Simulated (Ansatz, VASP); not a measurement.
## Two plane-wave programs on Au

Contents of INCAR:

```
PREC = Accurate
ENCUT = 520
EDIFF = 1E-6
ISMEAR = 0
SIGMA = 0.15
LREAL = False
LASPH = True
NELM = 60
ALGO = Fast
ISIF = 2
LWAVE = False
LCHARG = False
GGA = PS
NBANDS = 54
```

KPOINTS

```
regular mesh
0
Gamma
  10 10 10
```

POSCAR

```
Au
1.0
   -4.0910000000     -4.0910000000      0.0000000000
   -4.0910000000      0.0000000000     -4.0910000000
    0.0000000000     -4.0910000000     -4.0910000000
Au
8
Direct
    0.5172844483      0.5000000000      0.5000000000
    0.0000000000      0.5000000000      0.5000000000
    0.5000000000      0.0000000000      0.5000000000
    0.0000000000      0.0000000000      0.5000000000
    0.5000000000      0.5000000000      0.0000000000
    0.0000000000      0.5000000000      0.0000000000
    0.5000000000      0.0000000000      0.0000000000
    0.0000000000      0.0000000000      0.0000000000
```

Input for Ansatz:

```yaml
crystal:
  lattice:
    - [-4.091, -4.091, 0.0]
    - [-4.091, 0.0, -4.091]
    - [0.0, -4.091, -4.091]
  atoms:
    - { symbol: Au, position: [0.5172844483, 0.5, 0.5] }
    - { symbol: Au, position: [0.0, 0.5, 0.5] }
    - { symbol: Au, position: [0.5, 0.0, 0.5] }
    - { symbol: Au, position: [0.0, 0.0, 0.5] }
    - { symbol: Au, position: [0.5, 0.5, 0.0] }
    - { symbol: Au, position: [0.0, 0.5, 0.0] }
    - { symbol: Au, position: [0.5, 0.0, 0.0] }
    - { symbol: Au, position: [0.0, 0.0, 0.0] }
basis:
  ecutwfc: 420
kpoints:
  mp_grid: { grid: [10, 10, 10] }
hamiltonian:
  xc: pbesol
scf:
  occupations: { method: gaussian, width: 0.15 }
output:
  forces: true
  stress: true
  eigenvalues: true
```

Alike in both runs: task single point; functional PBEsol; k mesh 10 × 10 × 10; occupations gaussian, width 0.15 eV; no spin polarisation.

|  | VASP | Ansatz |
| --- | --- | --- |
| version | VASP 6.6.1 | Ansatz 0.2.0 |
| potentials or method | VASP PAW PBE potentials, release 64 (Au), cutoff 520 eV | scalar-relativistic, plane waves, PAW |
| valence electrons in the cell | 88 | 152 |

```csv
,VASP,Ansatz,Ansatz less VASP
gap on the k mesh at the Fermi level (eV),none,none,-
pressure (GPa),-1.0,-0.7,+0.29
"traceless stress, the component that is largest in VASP (GPa)",0.09,0.09,0.000
rms of the force components (eV/Å),0.189,0.190,+0.0010
```

VASP's potentials were made for PBE, not for PBEsol. Atom by atom the forces differ by 0.001 eV/Å (rms over components). A gap of «none» marks a metal or a gap that the smearing closes. VASP's potentials hold 88 valence electrons a cell and Ansatz's 152, so a difference there can come from the potentials and not from the codes.

Spin-orbit coupling is off throughout.
